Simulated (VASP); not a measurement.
Write the native input for VASP 6.6.1 that does the following.

| Item | Value |
| --- | --- |
| Task | single point |
| Functional | r2SCAN |
| Potentials or basis | VASP PAW PBE potentials, release 64 (Au, Cd, Al) |
| Cutoff | 520 eV |
| k mesh | 4 × 4 × 4 |
| Occupations | gaussian, width 0.0404 eV |
| Spin | no spin polarisation |
| Dipole correction | no |
| Further INCAR settings | ALGO = Normal; EDIFF = 1e-06; NBANDS = 40 |

The system is Al2CdAu4.

```
Au Cd Al
1.0
     0.00000    5.17418    0.00000
     5.17418    0.00000    0.00000
     2.58709    2.58709   -5.67285
Au Cd Al
4 1 2
Direct
  0.31960 0.44117 0.68013
  0.55883 0.99973 0.31987
  0.00027 0.87870 0.68013
  0.12130 0.68040 0.31987
  0.50000 0.50000 0.00000
  0.75000 0.25000 0.50000
  0.00000 0.00000 0.00000
```

These files were run (other wordings do the same):

POSCAR

```
Al2CdAu4
1.0
    0.0000000000      5.1741848209      0.0000000000
    5.1741848209      0.0000000000      0.0000000000
    2.5870924105      2.5870924105     -5.6728532875
Au Cd Al
4 1 2
Direct
    0.3196033800      0.4411719376      0.6801285687
    0.5588280624     -0.0002680513      0.3198714313
    1.0002680513      0.8786994937      0.6801285687
    0.1213005063      0.6803966200      0.3198714313
    0.5000000000      0.5000000000      0.0000000000
    0.7500000000      0.2500000000      0.5000000000
    0.0000000000      0.0000000000      0.0000000000
```

INCAR.step1

```
SYSTEM = Al2CdAu4
  PREC = Accurate
  ENCUT = 520
  ISMEAR = 0
  SIGMA = 0.0404
  LREAL = .FALSE.
  LASPH = .TRUE.
  NELM = 60
  NBANDS = 40
  GGA = PE
  ALGO = Normal
  EDIFF = 1E-4
  LWAVE = .TRUE.
  LCHARG = .FALSE.
```

INCAR.step2

```
SYSTEM = Al2CdAu4
  PREC = Accurate
  ENCUT = 520
  EDIFF = 1E-6
  ISMEAR = 0
  SIGMA = 0.0404
  LREAL = .FALSE.
  LASPH = .TRUE.
  NELM = 60
  ALGO = Normal
  ISIF = 2
  LWAVE = .FALSE.
  LCHARG = .FALSE.
  METAGGA = R2SCAN
  LMIXTAU = .TRUE.
  NBANDS = 40
  ISTART = 1
```

KPOINTS

```
Automatic mesh
0
G
  4 4 4
  0 0 0
```

Potentials or basis: VASP PAW PBE potentials, release 64 (Au, Cd, Al).

The run is started by

```console
$ cat potpaw_PBE.64/Au/POTCAR potpaw_PBE.64/Cd/POTCAR potpaw_PBE.64/Al/POTCAR > POTCAR
$ cp INCAR.step1 INCAR
$ mpirun -np 1 vasp_std > vasp.out
$ cp INCAR.step2 INCAR
$ mpirun -np 1 vasp_std > vasp.out
```

Results of the run:

```
Pressure               : 0.1 GPa
Largest force          : 0.034 eV/Å
Band gap on the k mesh : zero (bands 31 and 32 overlap by 1.85 eV)
```

Caveat: the PAW data sets were made with another functional, which shifts forces and pressure a little; spin-orbit coupling is left out, which moves the levels of the heavy elements.

Run time: 4.3 min on 1 thread of Intel(R) Xeon(R) Platinum 8259CL CPU @ 2.50GHz (Skylake/Cascade Lake), on a shared host, peak memory 0.34 GiB.
